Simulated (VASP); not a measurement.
The system is NaI.

```xyz
2
Lattice="4.0405 0.0000 0.0000 0.0000 4.0405 0.0000 0.0000 0.0000 4.0405" Properties=species:S:1:pos:R:3 pbc="T T T"
Na    0.0000    0.0000    0.0000
I     2.0203    2.0203    2.0203
```

Base run:

| Property | Result |
| --- | --- |
| Program | VASP 6.6.1 |
| Functional | r2SCAN |
| Potentials or basis | VASP PAW PBE potentials, release 64 (Na_pv, I) |
| Cutoff | 520 eV |
| k mesh | 6 × 6 × 6 |
| Occupations | gaussian, width 0.01 eV |
| Spin | no spin polarisation |

Its results: band gap on the k mesh 3.07 eV, indirect (least direct gap 3.36 eV); pressure 0.0 GPa.

**Question.** The run is repeated on the same cell with these changes: functional from r2SCAN to PBE. What comes out?

**Answer.** Band gap on the k mesh 2.30 eV, indirect (least direct gap 2.79 eV); pressure 0.3 GPa.

r2SCAN gives the wider gap, since meta-GGAs in the generalised Kohn-Sham scheme recover part of the derivative discontinuity.

Caveats: spin-orbit coupling is left out, which moves the levels of the heavy elements; the PAW data sets were made with another functional, which shifts forces and pressure a little (some runs).

A k mesh can miss the band edges.
